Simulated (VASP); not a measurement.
# AgRh (P-6m2) in VASP: further runs, part 2 of 2

VASP 6.6.1. The steps go on from the part before.

**3. Single point, PBE, collinear spin, ferromagnetic start**

Contents of INCAR:

```
PREC     = Accurate       # precision mode
ENCUT    = 520            # plane-wave cutoff, eV
EDIFF    = 1E-7           # SCF threshold, eV
ISMEAR   = -1             # smearing method
SIGMA    = 0.05           # smearing width, eV
LREAL    = F              # projectors in reciprocal space
LASPH    = T              # aspherical terms in the spheres
NELM     = 150            # most SCF steps
ALGO     = Normal         # electronic algorithm
ISIF     = 2              # what is computed and relaxed
LWAVE    = F              # write WAVECAR
LCHARG   = F              # write CHGCAR
ISPIN    = 2              # spin polarisation
MAGMOM   = 0 0.11         # initial moments
LORBIT   = 11             # projections on sites
NUPDOWN  = 0.11           # fixed moment
LMAXMIX  = 4              # l up to which the mixer works
GGA      = PE             # functional
NBANDS   = 24             # bands
```

Contents of KPOINTS:

```
regular mesh
0
Gamma
  14 14 7
```

Contents of POSCAR:

```
AgRh
1.0
    2.7775881998      0.0000000000      0.0000000000
   -1.3887940999      2.4054619423      0.0000000000
    0.0000000000      0.0000000000      4.8086020000
Ag Rh
1 1
Direct
    0.0000000000      0.0000000000      0.5000000000
    0.6666666667      0.3333333333      0.0000000000
```

Potentials or basis: VASP PAW PBE potentials, release 64 (Ag, Rh_pv).

The run is started by

```
$ cat potpaw_PBE.64/Ag/POTCAR potpaw_PBE.64/Rh_pv/POTCAR > POTCAR
$ mpirun -np 1 vasp_std > vasp.out
```

OUTCAR:

```text
PREC = Accurate
   ENCUT = 520
   EDIFF = 1E-7
   ISMEAR = -1
   LREAL = F
   LASPH = T
   NELM = 150
   ISIF = 2
   ISPIN = 2
   LORBIT = 11
   NUPDOWN = 0.11
   GGA = PE

 ion  position               nearest neighbor table
   1  0.000  0.000  0.500-   2 2.89   2 2.89   2 2.89   2 2.89   2 2.89   2 2.89
   2  0.667  0.333  0.000-   1 2.89   1 2.89   1 2.89   1 2.89   1 2.89   1 2.89

  LATTYP: Found a hexagonal cell.
 ALAT       =     2.7775881998
 C/A-ratio  =     1.7312148721

  Lattice vectors:

 A1 = (   2.7775881998,   0.0000000000,   0.0000000000)
 A2 = (  -1.3887940999,   2.4054619423,   0.0000000000)
 A3 = (   0.0000000000,   0.0000000000,   4.8086020000)

Analysis of symmetry for initial positions (statically):
=====================================================================
 Subroutine PRICEL returns:
 Original cell was already a primitive cell.

 Routine SETGRP: Setting up the symmetry group for a
 hexagonal supercell.

 Subroutine GETGRP returns: Found 12 space group operations
[... 837 lines left out ...]

 spin component 2

 k-point     1 :       0.0000    0.0000    0.0000
  band No.  band energies     occupation
      1     -36.7759      1.00000
      2     -36.7759      1.00000
      3     -36.7464      1.00000
      4       1.6743      1.00000
      5       3.1074      1.00000
      6       4.5604      1.00000
[... 637 lines left out ...]
     23      30.6446      0.00000
     24      33.1421      0.00000

 [... further k-points ...]
[... 5 lines left out ...]
  --------------------------------------------------------------------------------------
  -------------------------------------------------------------------------------------
  Total       -0.4255013     -0.4255013     -0.5811095      0.0000000      0.0000000      0.0000000
  in kB      -21.2190681    -21.2190681    -28.9790012      0.0000000      0.0000000      0.0000000
  external PRESSURE =     -23.8057125 kB  Pullay stress =       0.0000000 kB

 VOLUME and BASIS-vectors are now :
 -----------------------------------------------------------------------------
  energy-cutoff  :      520.00
  volume of cell :       32.13
      direct lattice vectors                 reciprocal lattice vectors
     2.777588200  0.000000000  0.000000000     0.360024571  0.207860283  0.000000000
    -1.388794100  2.405461942  0.000000000     0.000000000  0.415720566  0.000000000
     0.000000000  0.000000000  4.808602000     0.000000000  0.000000000  0.207960651

 POSITION                                       TOTAL-FORCE (eV/Angst)
 -----------------------------------------------------------------------------------
      0.00000      0.00000      2.40430        -0.000000     -0.000000      0.000000
      1.38879      0.80182      0.00000         0.000000      0.000000      0.000000
 -----------------------------------------------------------------------------------
    total drift:                               -0.000000      0.000000      0.000000

  FREE ENERGIE OF THE ION-ELECTRON SYSTEM (eV)
  ---------------------------------------------------
  free  energy   TOTEN  =        -9.4531730311 eV

  energy  without entropy=       -9.4273624927  energy(sigma->0) =       -9.44026776

 total charge

# of ion       s       p       d       tot
------------------------------------------
    1        0.427   0.347   9.154   9.928
    2        0.348   6.186   7.084  13.618
--------------------------------------------------
tot          0.774   6.533  16.238  23.546

 magnetization (x)

# of ion       s       p       d       tot
------------------------------------------
    1       -0.001  -0.002   0.005   0.001
    2       -0.000  -0.001   0.112   0.111
--------------------------------------------------
tot         -0.001  -0.003   0.116   0.112
```

stdout:

```text
POSCAR found type information on POSCAR AgRh
 POSCAR found :  2 types and       2 ions
 scaLAPACK will be used
 LDA part: xc-table for (Slater+PW92), standard interpolation
 POSCAR, INCAR and KPOINTS ok, starting setup
 FFT: planning ... GRIDC
 FFT: planning ... GRID_SOFT
 FFT: planning ... GRID
 WAVECAR not read
 entering main loop
```

It took 48 s on 1 thread of Intel Xeon 6975P-C (Granite Rapids), shared host; peak memory 0.25 GiB.

What came out:

```yaml
Free_energy: -9.4532 eV
Pressure: -2.4 GPa
Net_moment: 0.11 μB per cell
Site_moments: Ag +0.00; Rh +0.11 μB
Valence_electrons_inside_the_program's_atomic_spheres: Ag 9.93; Rh 13.62
```

Caveat: the total moment is fixed, so each spin has its own Fermi level.

**4. Single point, PBE, collinear spin, ferromagnetic start**

Changes to INCAR since step 3:

```diff
@@ -2,3 +2,3 @@
 ENCUT    = 520            # plane-wave cutoff, eV
-EDIFF    = 1E-7           # SCF threshold, eV
+EDIFF    = 1E-6           # SCF threshold, eV
 ISMEAR   = -1             # smearing method
@@ -13,5 +13,5 @@
 ISPIN    = 2              # spin polarisation
-MAGMOM   = 0 0.11         # initial moments
+MAGMOM   = 0 0.23         # initial moments
 LORBIT   = 11             # projections on sites
-NUPDOWN  = 0.11           # fixed moment
+NUPDOWN  = 0.23           # fixed moment
 LMAXMIX  = 4              # l up to which the mixer works
```

Contents of KPOINTS:

```
Automatic mesh
0
Gamma
  14 14 7
```

POSCAR is that of step 3.

The run is started by

```
$ cat potpaw_PBE.64/Ag/POTCAR potpaw_PBE.64/Rh_pv/POTCAR > POTCAR
$ mpirun -np 1 vasp_std > vasp.out
```

Wall time 42 s (1 thread of Intel Xeon 6975P-C (Granite Rapids), shared host); peak memory 0.25 GiB.

It converged, with:

```
Free energy                                           : -9.4551 eV
Pressure                                              : -2.4 GPa
Net moment                                            : 0.23 μB per cell
Site moments                                          : Ag +0.00; Rh +0.23 μB
Valence electrons inside the program's atomic spheres : Ag 9.93; Rh 13.62
```

Stress tensor (GPa, compression positive):
```
-2.07  0.00  0.00
 0.00 -2.07  0.00
 0.00  0.00 -2.92
```

Caveat: the total moment is fixed, so each spin has its own Fermi level.

**5. Overview**

| fixed moment (μB) | pressure (GPa) | moment (μB) |
| --- | --- | --- |
| - | -2.1 | 0.46 |
| 0.11 | -2.4 | 0.11 |
| 0.23 | -2.4 | 0.23 |

Alike in all rows: task single point; level PBE; potentials or basis VASP PAW PBE potentials, release 64 (Ag, Rh_pv); spin collinear, ferromagnetic start; cell as given; k mesh 14 × 14 × 7; cutoff (eV) 520; smearing fermi-dirac 0.05 eV.

Caveats: the total moment is fixed, so each spin has its own Fermi level (some runs).

Total energies depend on the potentials used, so only differences within one code and one set of settings carry meaning.
